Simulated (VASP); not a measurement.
A run of VASP 6.6.1 is set up as follows.

File INCAR:

```
SYSTEM = SnTe
ALGO = Normal ; EDIFF = 1E-7
ENCUT = 520 ; GGA = PS
ISIF = 2 ; ISMEAR = -1
LASPH = .True. ; LCHARG = .True.
LELF = .True. ; LREAL = .False.
LVHAR = .True. ; LWAVE = .False.
NBANDS = 17 ; NELM = 100
PREC = Accurate ; SIGMA = 0.05
```

The input KPOINTS:

```
k-points
0
Gamma
  12 12 12
  0 0 0
```

The input POSCAR:

```
SnTe
1.0
    0.0000000000      3.1442957932      3.1442957932
    3.1442957932      0.0000000000      3.1442957932
    3.1442957932      3.1442957932      0.0000000000
Sn Te
1 1
Direct
    0.0000000000      0.0000000000      0.0000000000
    0.5000000000      0.5000000000      0.5000000000
```

Potentials or basis: VASP PAW PBE potentials, release 64 (Sn_d, Te).

Run with:

```sh
$ cat potpaw_PBE.64/Sn_d/POTCAR potpaw_PBE.64/Te/POTCAR > POTCAR
$ mpirun -np 1 vasp_std > vasp.out
```

Problem. What does it give for the pressure?

Solution. 0.0 GPa.

Problem. What does it give for the band gap on the k mesh?

Solution. 0.16 eV.

Caveat: the PAW data sets were made with another functional, which shifts forces and pressure a little; spin-orbit coupling is left out, which moves the levels of the heavy elements. A k mesh can miss the band edges.
